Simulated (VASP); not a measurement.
A run of VASP 6.6.1:

File INCAR:

```
SYSTEM = K
PREC     = Accurate       ! precision mode
ENCUT    = 520            ! plane-wave cutoff, eV
EDIFF    = 1E-6           ! SCF threshold, eV
ISMEAR   = -1             ! smearing method
SIGMA    = 0.1            ! smearing width, eV
LREAL    = .FALSE.        ! projectors in reciprocal space
LASPH    = .TRUE.         ! aspherical terms in the spheres
NELM     = 60             ! most SCF steps
ALGO     = Normal         ! electronic algorithm
ISIF     = 2              ! what is computed and relaxed
LWAVE    = .FALSE.        ! write WAVECAR
LCHARG   = .TRUE.         ! write CHGCAR
GGA      = B5             ! functional
ALDAX    = 1.0          
AGGAX    = 1.0          
AGGAC    = 1.0          
ALDAC    = 0.0          
LELF     = .TRUE.         ! ELF
LVHAR    = .TRUE.       
NBANDS   = 16             ! bands
```

The input KPOINTS:

```
Automatic mesh
0
G
  6 6 6
  0 0 0
```

File POSCAR:

```
K
1.0
    0.0000000000      4.9392732319      4.9392732319
    4.9392732319      0.0000000000      4.9392732319
    4.9392732319      4.9392732319      0.0000000000
K
2
Direct
    0.1250000000      0.1250000000      0.1250000000
    0.8750000000      0.8750000000      0.8750000000
```

Potentials or basis: VASP PAW PBE potentials, release 64 (K_sv).

Command:

```console
$ cat potpaw_PBE.64/K_sv/POTCAR > POTCAR
$ mpirun -np 1 vasp_std > vasp.out
```

Hardware: 1 thread of Intel(R) Xeon(R) 6975P-C (Granite Rapids) (shared host).

How long does it take, and how much memory?

Wall time 96 s on 1 thread of Intel(R) Xeon(R) 6975P-C (Granite Rapids), on a shared host, peak memory 0.39 GiB. Counts: scf iterations 12, k points 16.
